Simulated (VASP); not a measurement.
# Zr in VASP: notebook, part 2 of 2

VASP 6.6.1. Earlier steps stand in the parts before.

## (5) Single point, HSE06

This run uses another cell than the first one, of 24.68 Å³/atom.

POSCAR reads:

```
Zr
1.0
    3.2953886421      0.0000000000      0.0000000000
   -1.6476943210      2.8538902793      0.0000000000
    0.0000000000      0.0000000000      5.2479471970
Zr
2
Direct
    0.6666666667      0.3333333333      0.7500000000
    0.3333333333      0.6666666667      0.2500000000
```

INCAR.step1 reads:

```
SYSTEM = Zr
ALGO = Normal ; EDIFF = 1E-5
ENCUT = 520 ; GGA = PE
ISIF = 2 ; ISMEAR = -1
LASPH = .True. ; LREAL = .False.
LWAVE = .True. ; NBANDS = 19
NELM = 60 ; PREC = Accurate
SIGMA = 0.05
```

INCAR.step2 reads:

```
SYSTEM = Zr
ALGO = Normal ; EDIFF = 1E-6
ENCUT = 520 ; GGA = PE
HFSCREEN = 0.2079 ; ISIF = 2
ISMEAR = -1 ; ISTART = 1
LASPH = .True. ; LCHARG = .True.
LELF = .True. ; LHFCALC = .True.
LREAL = .False. ; LVHAR = .True.
LWAVE = .False. ; NBANDS = 19
NELM = 60 ; PREC = Accurate
PRECFOCK = Normal ; SIGMA = 0.05
```

KPOINTS reads:

```
k-points
0
Gamma
  6 6 4
  0 0 0
```

Potentials or basis: VASP PAW PBE potentials, release 64 (Zr_sv).

Command:

```console
> cat potpaw_PBE.64/Zr_sv/POTCAR > POTCAR
> cp INCAR.step1 INCAR
> mpirun -np 1 vasp_std > vasp.out
> cp INCAR.step2 INCAR
> mpirun -np 1 vasp_std > vasp.out
```

OUTCAR:

```text
SYSTEM = Zr
   EDIFF = 1E-6
   ENCUT = 520
   GGA = PE
   HFSCREEN = 0.2079
   ISIF = 2
   ISMEAR = -1
   ISTART = 1
   LASPH = .True.
   LHFCALC = .True.
   LREAL = .False.
   NELM = 60
   PREC = Accurate
   PRECFOCK = Normal

 ion  position               nearest neighbor table
   1  0.667  0.333  0.750-   2 3.24   2 3.24   2 3.24   2 3.24   2 3.24   2 3.24
   2  0.333  0.667  0.250-   1 3.24   1 3.24   1 3.24   1 3.24   1 3.24   1 3.24

[... 658 lines left out ...]

------------------------ aborting loop because EDIFF is reached ----------------------------------------

  FORCE on cell =-STRESS in cart. coord.  units (eV):
  Direction    XX          YY          ZZ          XY          YZ          ZX
  --------------------------------------------------------------------------------------
  -------------------------------------------------------------------------------------
  Total       -1.3960493     -1.3960493     -1.2818401     -0.0000000      0.0000000     -0.0000000
  in kB      -45.3187561    -45.3187561    -41.6112797     -0.0000000      0.0000000     -0.0000000
  external PRESSURE =     -44.0829307 kB  Pullay stress =       0.0000000 kB

 VOLUME and BASIS-vectors are now :
 -----------------------------------------------------------------------------
  energy-cutoff  :      520.00
  volume of cell :       49.36
      direct lattice vectors                 reciprocal lattice vectors
     3.295388642  0.000000000  0.000000000     0.303454344  0.175199447  0.000000000
    -1.647694321  2.853890279  0.000000000     0.000000000  0.350398895  0.000000000
     0.000000000  0.000000000  5.247947197     0.000000000  0.000000000  0.190550698

 POSITION                                       TOTAL-FORCE (eV/Angst)
 -----------------------------------------------------------------------------------
      1.64769      0.95130      3.93596        -0.000000      0.000000      0.000000
     -0.00000      1.90259      1.31199         0.000000      0.000000     -0.000000
 -----------------------------------------------------------------------------------
    total drift:                               -0.000001     -0.000000     -0.000000

  FREE ENERGIE OF THE ION-ELECTRON SYSTEM (eV)
  ---------------------------------------------------
  free  energy   TOTEN  =       -19.5680963670 eV

  energy  without entropy=      -19.5481873624  energy(sigma->0) =      -19.55814186
```

OUTCAR.step1:

```text
SYSTEM = Zr
   EDIFF = 1E-5
   ENCUT = 520
   GGA = PE
   ISIF = 2
   ISMEAR = -1
   LASPH = .True.
[... 680 lines left out ...]
      1.64769      0.95130      3.93596        -0.000000     -0.000000      0.000000
     -0.00000      1.90259      1.31199         0.000000      0.000000      0.000000
 -----------------------------------------------------------------------------------
    total drift:                               -0.000000      0.000000     -0.000000

  FREE ENERGIE OF THE ION-ELECTRON SYSTEM (eV)
  ---------------------------------------------------
  free  energy   TOTEN  =       -17.0021662608 eV

  energy  without entropy=      -16.9793990114  energy(sigma->0) =      -16.99078264
```

OSZICAR.step1:

```text
N       E                     dE             d eps       ncg     rms          rms(c)
DAV:   1     0.212391059096E+03    0.21239E+03   -0.13269E+04   798   0.125E+03
DAV:   2    -0.249989208003E+01   -0.21489E+03   -0.21140E+03   940   0.363E+02
DAV:   3    -0.174045116646E+02   -0.14905E+02   -0.14806E+02  1441   0.684E+01
DAV:   4    -0.177771333674E+02   -0.37262E+00   -0.37216E+00   968   0.114E+01
DAV:   5    -0.177883406823E+02   -0.11207E-01   -0.11206E-01  1196   0.132E+00    0.129E+01
DAV:   6    -0.171273457292E+02    0.66099E+00   -0.10421E+00   860   0.749E+00    0.487E+00
DAV:   7    -0.169967635478E+02    0.13058E+00   -0.62701E-01  1084   0.508E+00    0.113E+00
DAV:   8    -0.170020242443E+02   -0.52607E-02   -0.38940E-02  1065   0.141E+00    0.254E-01
DAV:   9    -0.170022054337E+02   -0.18119E-03   -0.17985E-03   993   0.369E-01    0.305E-02
DAV:  10    -0.170021659462E+02    0.39487E-04   -0.54595E-05   952   0.395E-02    0.241E-02
DAV:  11    -0.170021662608E+02   -0.31455E-06   -0.88704E-06   501   0.338E-02
   1 F= -.17002166E+02 E0= -.16990783E+02  d E =-.227672E-01
```

It took 59 min on 1 thread of Intel Xeon Platinum 8488C (Sapphire Rapids), shared host; peak memory 0.29 GiB.

Results:

- Free energy: -19.5681 eV
- Pressure: -4.4 GPa
- Band gap on the k mesh: zero (bands 12 and 13 overlap by 1.60 eV)

Stress tensor (GPa, compression positive):
```
-4.53  0.00  0.00
 0.00 -4.53  0.00
 0.00  0.00 -4.16
```

Caveat: the k points lie up to 0.37 Å⁻¹ apart, too coarse for converged energies and pressures of a metal; the PAW data sets were made with another functional, which shifts forces and pressure a little.

## (6) The runs side by side

| task | level | cell | k mesh | cutoff (eV) | grid for exact exchange (PRECFOCK) | share of exact exchange | screening parameter | gap on the mesh (eV) | pressure (GPa) | relaxed volume (Å³/atom) |
| --- | --- | --- | --- | --- | --- | --- | --- | --- | --- | --- |
| relaxation of cell and atoms | BLYP | relaxed from a = 3.232, b = 3.232, c = 5.147 Å, angles 90.0, 90.0, 120.0°, 2 atoms, atomic positions A | 9 × 9 × 5 | 600 | - | - | - | none | 0.0 | 24.19 |
| single point | PBEsol | a = 3.232, b = 3.232, c = 5.147 Å, angles 90.0, 90.0, 120.0°, 2 atoms, atomic positions B | 9 × 9 × 5 | 520 | - | - | - | none | -3.2 | - |
| relaxation of cell and atoms | r2SCAN | relaxed from a = 3.232, b = 3.232, c = 5.147 Å, angles 90.0, 90.0, 120.0°, 2 atoms, atomic positions A | 9 × 9 × 5 | 600 | - | - | - | none | 0.0 | 23.49 |
| single point | HSE06 | a = 3.295, b = 3.295, c = 5.248 Å, angles 90.0, 90.0, 120.0°, 2 atoms, atomic positions A | 6 × 6 × 4 | 520 | Normal | 0.25 | 0.2079 1/Å | none | -4.4 | - |

Alike in all rows: potentials or basis VASP PAW PBE potentials, release 64 (Zr_sv); no spin polarisation; smearing fermi-dirac 0.05 eV.

Caveats: some runs use coarse meshes; the PAW data sets were made with another functional, which shifts forces and pressure a little; the cell stands under tension (at least some runs).

Total energies depend on the potentials used, so only differences within one code and one set of settings carry meaning.
